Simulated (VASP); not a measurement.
Input of a VASP 6.6.1 run:

File INCAR:

```
PREC = Accurate ; ENCUT = 520
EDIFF = 1E-8 ; ISMEAR = -1
SIGMA = 0.05 ; LREAL = F
LASPH = T ; NELM = 80
ALGO = Normal ; ISIF = 2
LWAVE = F ; LCHARG = F
GGA = PS ; LEFG = T
NBANDS = 13
```

KPOINTS

```
regular mesh
0
Gamma
  14 14 14
```

Contents of POSCAR:

```
W
1.0
    0.0000000000      2.0367442356      2.0367442356
    2.0367442356      0.0000000000      2.0367442356
    2.0367442356      2.0367442356      0.0000000000
W
1
Direct
    0.0000000000      0.0000000000      0.0000000000
```

Potentials or basis: VASP PAW PBE potentials, release 64 (W_sv).

Command:

```bash
$ cat potpaw_PBE.64/W_sv/POTCAR > POTCAR
$ mpirun -np 1 vasp_std > vasp.out
```

Question: What does it give for the band gap on the k mesh?

Answer: Zero (band 7 reaches 12.83 eV, above the bottom of band 8 at 9.39 eV).

Question: Predict the pressure.

Answer: -14.6 GPa.

Caveat: without QUAD_EFG the Cq values of the log hold for a quadrupole moment of 1 mb, not for the nuclei; the PAW data sets were made with another functional, which shifts forces and pressure a little; spin-orbit coupling is left out, which moves the levels of the heavy elements.
